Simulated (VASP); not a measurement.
The system is ZnTe3P2Pt.

```
Zn Te P Pt
1.0
     3.02637    1.74728    5.62464
    -3.02637    1.74728    5.62464
     0.00000   -3.49455    5.62464
Zn Te P Pt
1 3 2 1
Cartesian
  0.0000 0.0000 0.0000
  0.0000 -1.7473 2.8123
  1.5132 0.8736 2.8123
  -1.5132 0.8736 2.8123
  0.0000 0.0000 6.1523
  0.0000 0.0000 10.7216
  0.0000 0.0000 8.4370
```

The cell was generated, and may not be a known phase.

* Program: VASP 6.6.1
* Task: relaxation of cell and atoms
* Functional: PBE
* Potentials or basis: VASP PAW PBE potentials, release 64 (Zn, Te, P, Pt)
* Cutoff: 600 eV
* k mesh: 3 × 3 × 3
* Occupations: gaussian, width 0.2 eV
* Spin: no spin polarisation

At the start: pressure -0.1 GPa; volume 25.49 Å³/atom.

Question: How do energy, volume and symmetry change on relaxing?

Answer: Over 17 steps the energy falls by 451.2 meV/atom and the volume is 24.81 Å³/atom (-2.7 %); space group R-3m (No. 166, to 0.1 Å) before and after.

Step by step:
```tsv
step	energy change (eV)	largest force (eV/Å)	pressure (GPa)	volume (Å³)
1	0.0000	0.4002	-0.08	178.46
2	-0.1214	0.7012	-0.15	178.06
3	-0.2056	1.6312	0.61	176.89
4	-0.2637	1.4411	0.00	177.27
5	-0.4140	1.0423	-1.56	178.30
6	-0.8788	0.9442	-3.94	179.84
7	-2.2385	0.4146	-4.87	180.65
8	-1.7237	2.6938	7.67	172.00
9	-3.1390	0.1870	-1.09	178.35
10	-3.1333	0.0849	-1.59	178.71
11	-3.0213	0.2992	3.30	169.28
12	-3.1528	0.0243	-0.40	176.09
13	-3.1529	0.0194	-0.34	175.97
14	-3.1578	0.0942	-0.20	174.53
15	-3.1580	0.1185	-0.15	174.22
16	-3.1573	0.0776	0.39	172.82
17	-3.1586	0.0384	0.08	173.64
```

Final structure:
```
CELL_PARAMETERS angstrom
3.59534 2.07577 3.87764
-3.59534 2.07577 3.87764
0.00000 -4.15154 3.87764
ATOMIC_POSITIONS crystal
Zn 0.00000 0.00000 0.00000
Te 0.00000 0.00000 0.50000
Te 0.50000 0.00000 0.00000
Te 0.00000 0.50000 0.00000
P 0.30854 0.30854 0.30854
P 0.69146 0.69146 0.69146
Pt 0.50000 0.50000 0.50000
```

Caveat: the k points lie up to 0.38 Å⁻¹ apart in the final cell, too coarse for converged energies and pressures of a metal; the relaxation stopped at a loose force limit of 0.08 eV/Å, so its end isn't a converged minimum.
